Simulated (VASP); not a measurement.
The system is Al.

```xyz
1
Lattice="0.0000 2.0250 2.0250 2.0250 0.0000 2.0250 2.0250 2.0250 0.0000" Properties=species:S:1:pos:R:3 pbc="T T T"
Al    0.0000    0.0000    0.0000
```

* Program: VASP 6.6.1
* Task: relaxation of cell and atoms
* Functional: LDA
* Potentials or basis: VASP PAW LDA potentials, release 64 (Al)
* Cutoff: 500 eV
* k mesh: 7 × 7 × 7
* Occupations: methfessel-paxton, width 0.05 eV
* Spin: no spin polarisation

At the start: pressure -4.4 GPa; volume 16.61 Å³/atom.

Problem. Where does the relaxation end?

Solution. Over 3 steps the energy falls by 13.7 meV/atom and the volume is 15.69 Å³/atom (-5.5 %); space group Fm-3m (No. 225, to 0.1 Å) before and after.

The path:
```
step  energy change (eV)  largest force (eV/Å)  pressure (GPa)  volume (Å³)
   1              0.0000                0.0000           -4.37        16.61
   2             -0.0132                0.0000            0.94        15.54
   3             -0.0137                0.0000            0.06        15.69
```

Final structure:
```yaml
crystal:
  lattice:
    - [0.00000, 1.98695, 1.98695]
    - [1.98695, 0.00000, 1.98695]
    - [1.98695, 1.98695, 0.00000]
  atoms:
    - { symbol: Al, position: [0.00000, 0.00000, 0.00000] }
```

Caveat: the k points lie up to 0.39 Å⁻¹ apart in the final cell, too coarse for converged energies and pressures of a metal.
